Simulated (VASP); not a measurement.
# Cu (Cmcm) in VASP: settings compared

The runs below take Cu through single point, with LDA, PBE.

Everything below comes from runs of VASP 6.6.1. Logs are shortened: lines on timing, memory, paths and dates and some standing lists are left out, and cuts for length are marked.

**1. The cell of the first run**

Symmetry: Cmcm, No. 63, orthorhombic system. Conventional cell: a = 2.469 Å, b = 8.057 Å, c = 2.508 Å, α = 90.00°, β = 90.00°, γ = 90.00°. Cu (site symmetry m2m) has 10 Cu at 2.47 to 2.57 Å within 3.3 Å.

**2. Single point, LDA (volume scaled by 1.04)**

INCAR reads:

```
SYSTEM = Cu
PREC = Accurate ; ENCUT = 520
EDIFF = 1E-7 ; ISMEAR = -1
SIGMA = 0.05 ; LREAL = .FALSE.
LASPH = .TRUE. ; NELM = 80
ALGO = Normal ; ISIF = 2
LWAVE = .FALSE. ; LCHARG = .FALSE.
NBANDS = 18
```

KPOINTS reads:

```
Automatic mesh
0
G
  11 11 11
  0 0 0
```

POSCAR reads:

```
Cu
1.0
    1.2344979457     -4.0287047744      0.0000000000
    1.2344979457      4.0287047744      0.0000000000
    0.0000000000      0.0000000000      2.5080715687
Cu
2
Direct
    0.8661333500      0.1338666500      0.7500000000
    0.1338666500      0.8661333500      0.2500000000
```

Potentials or basis: VASP PAW LDA potentials, release 64 (Cu).

On the command line:

```sh
> cat potpaw_LDA.64/Cu/POTCAR > POTCAR
> mpirun -np 1 vasp_std > vasp.out
```

OUTCAR:

```text
SYSTEM = Cu
   PREC = Accurate
   ENCUT = 520
   EDIFF = 1E-7
   ISMEAR = -1
   LREAL = .FALSE.
   LASPH = .TRUE.
   NELM = 80
   ISIF = 2

 ion  position               nearest neighbor table
   1  0.866  0.134  0.750-   2 2.50   2 2.50   2 2.57   2 2.57   2 2.57   2 2.57
   2  0.134  0.866  0.250-   1 2.50   1 2.50   1 2.57   1 2.57   1 2.57   1 2.57

  LATTYP: Found a base centered orthorhombic cell.
 ALAT       =     2.4689958914
 B/A-ratio  =     3.2634357865
 C/A-ratio  =     1.0158265461

  Lattice vectors:

 A1 = (   1.2344979457,  -4.0287047744,   0.0000000000)
 A2 = (   1.2344979457,   4.0287047744,   0.0000000000)
 A3 = (   0.0000000000,   0.0000000000,   2.5080715687)

Analysis of symmetry for initial positions (statically):
=====================================================================
 Subroutine PRICEL returns:
 Original cell was already a primitive cell.

 Routine SETGRP: Setting up the symmetry group for a
 base centered orthorhombic supercell.

 Subroutine GETGRP returns: Found  8 space group operations
 (whereof  4 operations were pure point group operations)
 out of a pool of  8 trial point group operations.

The static configuration has the point symmetry C_2h.
 The point group associated with its full space group is D_2h.

Analysis of symmetry for dynamics (positions and initial velocities):
=====================================================================
 Subroutine PRICEL returns:
 Original cell was already a primitive cell.

 Routine SETGRP: Setting up the symmetry group for a
 base centered orthorhombic supercell.

 Subroutine GETGRP returns: Found  8 space group operations
 (whereof  4 operations were pure point group operations)
 out of a pool of  8 trial point group operations.

The dynamic configuration has the point symmetry C_2h.
 The point group associated with its full space group is D_2h.

 Subroutine INISYM returns: Found  8 space group operations
 (whereof  4 operations are pure point group operations),
 and found     1 'primitive' translations

----------------------------------------------------------------------------------------

                                     Primitive cell

  volume of cell :      24.9474

  direct lattice vectors                    reciprocal lattice vectors
     1.234497946 -4.028704774  0.000000000     0.405022950 -0.124109367  0.000000000
     1.234497946  4.028704774  0.000000000     0.405022950  0.124109367  0.000000000
     0.000000000  0.000000000  2.508071569     0.000000000  0.000000000  0.398712705

  length of vectors
     4.213602655  4.213602655  2.508071569     0.423611526  0.423611526  0.398712705

  position of ions in fractional coordinates (direct lattice)
     0.866133350  0.133866650  0.750000000
     0.133866650  0.866133350  0.250000000

  ion indices of the primitive-cell ions
   primitive index   ion index
                 1           1
                 2           2

----------------------------------------------------------------------------------------

 KPOINTS: Automatic mesh

Automatic generation of k-mesh.
 Grid dimensions read from file:
 generate k-points for:   11   11   11

 Generating k-lattice:

  Cartesian coordinates                     Fractional coordinates (reciprocal lattice)
     0.036820268 -0.011282670  0.000000000     0.090909091 -0.000000000  0.000000000
     0.036820268  0.011282670  0.000000000    -0.000000000  0.090909091  0.000000000
     0.000000000  0.000000000  0.036246610     0.000000000  0.000000000  0.090909091

  Length of vectors
     0.038510139  0.038510139  0.036246610

  Shift w.r.t. Gamma in fractional coordinates (k-lattice)
     0.000000000  0.000000000  0.000000000

 Subroutine IBZKPT returns following result:
 ===========================================

 Found    216 irreducible k-points:

 Following reciprocal coordinates:
            Coordinates               Weight
  0.000000  0.000000  0.000000      1.000000
  0.090909  0.000000  0.000000      4.000000
  0.181818  0.000000  0.000000      4.000000
  0.272727 -0.000000  0.000000      4.000000
  0.363636  0.000000  0.000000      4.000000
  0.454545  0.000000  0.000000      4.000000
[... 16 lines left out ...]
 -0.272727  0.181818  0.000000      4.000000
 -0.181818  0.181818  0.000000      2.000000
 [... further k-points ...]
   k-points           NKPTS =    216   k-points in BZ     NKDIM =    216   number of bands    NBANDS=     18
   number of dos      NEDOS =    301   number of ions     NIONS =      2
   total plane-waves  NPLWV =  20480
   dimension x,y,z NGX =    32 NGY =   32 NGZ =   20
   dimension x,y,z NGXF=    64 NGYF=   64 NGZF=   40
   ions per type =               2
   NGX,Y,Z   is equivalent  to a cutoff of  12.63, 12.63, 13.26 a.u.
   NGXF,Y,Z  is equivalent  to a cutoff of  25.25, 25.25, 26.51 a.u.
 SYSTEM =  Cu
   PREC   = accura    normal or accurate (medium, high low for compatibility)
   ISTART =      0    job   : 0-new  1-cont  2-samecut
   ICHARG =      2    charge: 1-file 2-atom 10-const
   ISPIN  =      1    spin polarized calculation?
   LNONCOLLINEAR =      F non collinear calculations
   LSORBIT =      F    spin-orbit coupling
   LASPH  =      T    aspherical Exc in radial PAW
   ENCUT  =  520.0 eV  38.22 Ry    6.18 a.u.   7.83  7.83  4.66*2*pi/ulx,y,z
   NELM   =     80;   NELMIN=  2; NELMDL= -5     # of ELM steps
   EDIFF  = 0.1E-06   stopping-criterion for ELM
   LREAL  =      F    real-space projection
   EDIFFG = 0.1E-05   stopping-criterion for IOM
   NSW    =      0    number of steps for IOM
   IBRION =     -1    ionic relax: 0-MD 1-quasi-New 2-CG
   NFREE  =      0    steps in history (QN), initial steepest desc. (CG)
   ISIF   =      2    stress and relaxation
   ISYM   =      2    0-nonsym 1-usesym 2-fastsym
   POTIM  = 0.5000    time-step for ionic-motion
   TEBEG  =    0.0;   TEEND  =   0.0 temperature during run
   PSTRESS=    0.0 pullay stress
   NELECT =      22.0000    total number of electrons
   NUPDOWN=      -1.0000    fix difference up-down
   EMIN   =  10.00;   EMAX   =-10.00  energy-range for DOS
   EFERMI =   0.00;   METHOD = LEGACY
   ISMEAR =    -1;   SIGMA  =   0.05  broadening in eV -4-tet -1-fermi 0-gaus
   EFERMI_NEDOS =   21; number of points for ismear=-14 and -15
   IALGO  =     38    algorithm
   IMIX   =      4    mixing-type and parameters
     AMIX     =   0.40;   BMIX     =  1.00
     AMIX_MAG =   1.60;   BMIX_MAG =  1.00
  volume/ion in A,a.u.               =      12.47        84.18
  Fermi-wavevector in a.u.,A,eV,Ry     =   1.569907  2.966693 33.533010  2.464607
  Thomas-Fermi vector in A             =   2.671719
   LORBIT       =      0    0 simple, 1 ext, 2 COOP (PROOUT), +10 PAW based schemes
   GGA     = CA    functional components
   LHFCALC =     F    Hartree Fock is set to
   AEXX    =    0.0000 exact exchange contribution
   IVDW    =     0    specifies the selected vdW correction
   LEPSILON=     F    determine dielectric tensor
   LRPA    =     F    only Hartree local field effects (RPA)
 non-spin polarized calculation
  energy-cutoff  :      520.00
  volume of cell :       24.95
 maximum number of plane-waves:       695
   NGX = 15   NGY = 15   NGZ =  9

 number of electron      22.0000009 magnetization

 Free energy of the ion-electron system (eV)
  ---------------------------------------------------
  ext. energy  EPLUGINS =         0.00000000
  ---------------------------------------------------
  free energy    TOTEN  =        -9.02298786 eV

  energy without entropy =       -9.01830743  energy(sigma->0) =       -9.02064764

 E-fermi :   6.6844     XC(G=0): -12.7482

 val. band max:        6.6798483493   @ k =  -0.3636   0.3636   0.3636
 cond. band min:       6.6914674968   @ k =  -0.3636   0.2727   0.2727
 fundamental gap:      0.0116191475
 Fermi energy:         6.6843734359

 k-point     1 :       0.0000    0.0000    0.0000
  band No.  band energies     occupation
      1      -2.2789      2.00000
      2       1.8945      2.00000
      3       2.5969      2.00000
      4       3.0473      2.00000
      5       3.7214      2.00000
      6       3.9743      2.00000
[... 10 lines left out ...]
     17      25.8482      0.00000
     18      27.8217      0.00000

 k-point     2 :       0.0909    0.0000    0.0000
  band No.  band energies     occupation
      1      -2.0475      2.00000
      2       1.9793      2.00000
      3       2.6825      2.00000
      4       3.1253      2.00000
      5       3.7468      2.00000
      6       3.9662      2.00000
[... 10 lines left out ...]
     17      26.4180      0.00000
     18      29.7344      0.00000

 k-point     3 :       0.1818    0.0000    0.0000
  band No.  band energies     occupation
      1      -1.3730      2.00000
      2       2.1820      2.00000
      3       2.9084      2.00000
      4       3.3157      2.00000
      5       3.7138      2.00000
      6       3.8133      2.00000
[... 10 lines left out ...]
     17      26.7507      0.00000
     18      30.1845      0.00000

 k-point     4 :       0.2727   -0.0000    0.0000
  band No.  band energies     occupation
      1      -0.3321      2.00000
      2       2.3767      2.00000
      3       3.0999      2.00000
      4       3.1672      2.00000
      5       3.7417      2.00000
      6       3.8904      2.00000
[... 375 lines left out ...]
      4       3.3718      2.00000
      5       3.4399      2.00000
      6       3.9469      2.00000
[... 10 lines left out ...]
     17      27.0083      0.00000
     18      27.6699      0.00000

 k-point    23 :      -0.2727    0.1818    0.0000
  band No.  band energies     occupation
      1      -1.5788      2.00000
      2       1.8162      2.00000
      3       2.5790      2.00000
      4       3.1892      2.00000
      5       3.7355      2.00000
      6       3.8939      2.00000
[... 10 lines left out ...]
     17      26.6446      0.00000
     18      28.1971      0.00000

 k-point    24 :      -0.1818    0.1818    0.0000
  band No.  band energies     occupation
      1      -1.9615      2.00000
      2       1.7929      2.00000
      3       2.5305      2.00000
      4       3.0934      2.00000
      5       3.8240      2.00000
      6       3.8621      2.00000
[... 10 lines left out ...]
     17      27.4074      0.00000
     18      27.5212      0.00000

 [... further k-points ...]

------------------------ aborting loop because EDIFF is reached ----------------------------------------

  FORCE on cell =-STRESS in cart. coord.  units (eV):
  Direction    XX          YY          ZZ          XY          YZ          ZX
  --------------------------------------------------------------------------------------
  -------------------------------------------------------------------------------------
  Total       -1.6640816     -1.9334250     -1.7810595      0.0000000     -0.0000000      0.0000000
  in kB     -106.8708995   -124.1687100   -114.3834732      0.0000000     -0.0000000      0.0000000
  external PRESSURE =    -115.1410276 kB  Pullay stress =       0.0000000 kB

 VOLUME and BASIS-vectors are now :
 -----------------------------------------------------------------------------
  energy-cutoff  :      520.00
  volume of cell :       24.95
      direct lattice vectors                 reciprocal lattice vectors
     1.234497946 -4.028704774  0.000000000     0.405022950 -0.124109367  0.000000000
     1.234497946  4.028704774  0.000000000     0.405022950  0.124109367  0.000000000
     0.000000000  0.000000000  2.508071569     0.000000000  0.000000000  0.398712705

 POSITION                                       TOTAL-FORCE (eV/Angst)
 -----------------------------------------------------------------------------------
      1.23450     -2.95009      1.88105         0.000000      0.083351      0.000000
      1.23450      2.95009      0.62702         0.000000     -0.083351     -0.000000
 -----------------------------------------------------------------------------------
    total drift:                                0.000000      0.000000      0.000000

  FREE ENERGIE OF THE ION-ELECTRON SYSTEM (eV)
  ---------------------------------------------------
  free  energy   TOTEN  =        -9.0229878550 eV

  energy  without entropy=       -9.0183074337  energy(sigma->0) =       -9.02064764
```

It took 34 s on 1 thread of Intel Xeon 6975P-C (Granite Rapids), shared host; peak memory 0.19 GiB.

Results:

* Free energy: -9.0230 eV
* Pressure: -11.5 GPa
* Largest force: 0.083 eV/Å
* Band gap on the k mesh: zero (band 11 reaches 10.40 eV, above the bottom of band 12 at 5.05 eV)

Forces on the atoms (eV/Å):
```
Cu   0.000  0.083  0.000
Cu   0.000 -0.083  0.000
```

Levels at points of the mesh, in eV from the Fermi level:
| k point | band 8 | band 9 | band 10 | band 11 | band 12 | band 13 | band 14 | band 15 |
| --- | --- | --- | --- | --- | --- | --- | --- | --- |
| (0.00, 0.00, 0.00) | -2.01 | -1.83 | -1.70 | -1.47 | 0.03 | 4.55 | 14.32 | 17.85 |

**3. Single point, LDA (volume scaled by 1.06)**

INCAR reads:

```
SYSTEM = Cu
ALGO = Normal
EDIFF = 1E-6
ENCUT = 520
ISIF = 2
ISMEAR = -1
LASPH = .TRUE.
LCHARG = .FALSE.
LREAL = .FALSE.
LWAVE = .FALSE.
NBANDS = 18
NELM = 100
PREC = Accurate
SIGMA = 0.05
```

KPOINTS reads:

```
k-points
0
G
  11 11 11
  0 0 0
```

POSCAR reads:

```
Cu
1.0
    1.2423612020     -4.0543660062      0.0000000000
    1.2423612020      4.0543660062      0.0000000000
    0.0000000000      0.0000000000      2.5240469776
Cu
2
Direct
    0.8661333500      0.1338666500      0.7500000000
    0.1338666500      0.8661333500      0.2500000000
```

Potentials or basis: VASP PAW LDA potentials, release 64 (Cu).

On the command line:

```sh
> cat potpaw_LDA.64/Cu/POTCAR > POTCAR
> mpirun -np 1 vasp_std > vasp.out
```

It took 30 s on 1 thread of Intel Xeon 6975P-C (Granite Rapids), shared host; peak memory 0.2 GiB.

The run converged. Its results:

```
Free energy            : -8.9858 eV
Pressure               : -13.4 GPa
Largest force          : 0.104 eV/Å
Band gap on the k mesh : zero (band 11 reaches 10.15 eV, above the bottom of band 12 at 4.84 eV)
```

Forces on the atoms (eV/Å):
```
Cu   0.000  0.104  0.000
Cu   0.000 -0.104  0.000
```

Stress tensor (GPa, compression positive):
```
-12.45   0.00   0.00
  0.00 -14.33   0.00
  0.00   0.00 -13.39
```

Levels at points of the mesh, in eV from the Fermi level:
```csv
k point,band 9,band 10,band 11,band 12,band 13,band 14
"(0.00, 0.00, 0.00)",-1.81,-1.68,-1.46,0.07,4.45,14.16
```

(Part 1 of 2 ends here.)
